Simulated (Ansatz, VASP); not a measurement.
**One calculation of AlGa3N4, two programs**

```
CELL_PARAMETERS angstrom
4.65122 0.00000 0.00000
0.00000 4.65122 0.00000
0.00000 0.00000 4.65122
ATOMIC_POSITIONS crystal
Al 0.00000 0.00000 0.00000
Ga 0.50000 0.50000 0.00000
Ga 0.50000 0.00000 0.50000
Ga 0.00000 0.50000 0.50000
N 0.75481 0.75481 0.24519
N 0.75481 0.24519 0.75481
N 0.24519 0.75481 0.75481
N 0.24519 0.24519 0.24519
```

Alike in both runs: task single point; functional LDA; k mesh 6 × 6 × 6; occupations gaussian, width 0.05 eV; no spin polarisation.

|  | VASP | Ansatz |
| --- | --- | --- |
| version | VASP 6.6.1 | Ansatz 0.2.0 |
| potentials or method | VASP PAW LDA potentials, release 64 (Al, Ga_d, N), cutoff 520 eV | scalar-relativistic, plane waves, PAW |
| valence electrons in the cell | 62 | 62 |

```tsv
	VASP	Ansatz	Ansatz less VASP
gap on the k mesh at the Fermi level (eV)	1.54	1.53	-0.010
least direct gap on the mesh (eV)	1.54	1.53	-0.010
pressure (GPa)	-21.5	-22.1	-0.58
rms of the force components (eV/Å)	0.010	0.001	-0.0090
```

Ansatz warns that its potentials were made for another functional, while VASP's fit it. LDA's correlation is that of Perdew and Zunger in VASP and of Perdew and Wang (1992) in Ansatz. Atom by atom the forces differ by 0.009 eV/Å (rms over components).
